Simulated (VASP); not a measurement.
Here is a VASP 6.6.1 calculation.

File INCAR:

```
SYSTEM = N
ALGO = Normal ; EDIFF = 1E-7
ENCUT = 520 ; ISIF = 2
ISMEAR = 0 ; LASPH = .True.
LCHARG = .False. ; LREAL = .False.
LWAVE = .False. ; NBANDS = 12
NELM = 100 ; PREC = Accurate
SIGMA = 0.02
```

The input KPOINTS:

```
k-points
0
Gamma
  12 12 8
  0 0 0
```

File POSCAR:

```
N
1.0
    2.5194740000      0.0000000000      0.0000000000
   -1.2597370000      2.1819280000      0.0000000000
    0.0000000000      0.0000000000      2.3726219400
N
2
Direct
    0.6666666667      0.3333333333      0.2500000000
    0.3333333333      0.6666666667      0.7500000000
```

Potentials or basis: VASP PAW LDA potentials, release 64 (N).

Command:

```sh
$ cat potpaw_LDA.64/N/POTCAR > POTCAR
$ mpirun -np 1 vasp_std > vasp.out
```

(1) Estimate the band gap on the k mesh.

(2) What does it give for the pressure?

## Answers

(1) zero (band 5 reaches 8.53 eV, above the bottom of band 6 at 3.29 eV).

(2) 1.1 GPa.
